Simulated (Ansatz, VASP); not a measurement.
**GaN in VASP and in Ansatz**

```
Ga N
1.0
    -0.04249    2.25145    2.25145
     2.25145   -0.04249    2.25145
     2.25145    2.25145   -0.04249
Ga N
1 1
Direct
  0.99875 0.99875 0.99875
  0.25125 0.25125 0.25125
```

Change from the starting cell: epitaxial_111 strain +2.0%.

Alike in both runs: task single point; functional PBE; k mesh 10 × 10 × 10; occupations fermi-dirac, width 0.02 eV; no spin polarisation.

|  | VASP | Ansatz |
| --- | --- | --- |
| version | VASP 6.6.1 | Ansatz 0.2.0 |
| potentials or method | VASP PAW PBE potentials, release 64 (Ga_d, N) | plane waves, PAW |
| plane-wave cutoff (eV) | 520 | 420 |
| valence electrons in the cell | 18 | 18 |

VASP gave:

| Item | Value |
| --- | --- |
| gap on the k mesh at the Fermi level (eV) | 1.44 |
| pressure (GPa) | 0.5 |
| traceless stress, the component that is largest in VASP (GPa) | 2.74 |
| rms of the force components (eV/Å) | 0.013 |

Problem. What did Ansatz give for the same quantities?

Solution. gap on the k mesh at the Fermi level (eV): 1.43; pressure (GPa): 0.4; traceless stress, the component that is largest in VASP (GPa): 2.74; rms of the force components (eV/Å): 0.015.

Atom by atom the forces differ by 0.001 eV/Å (rms over components).
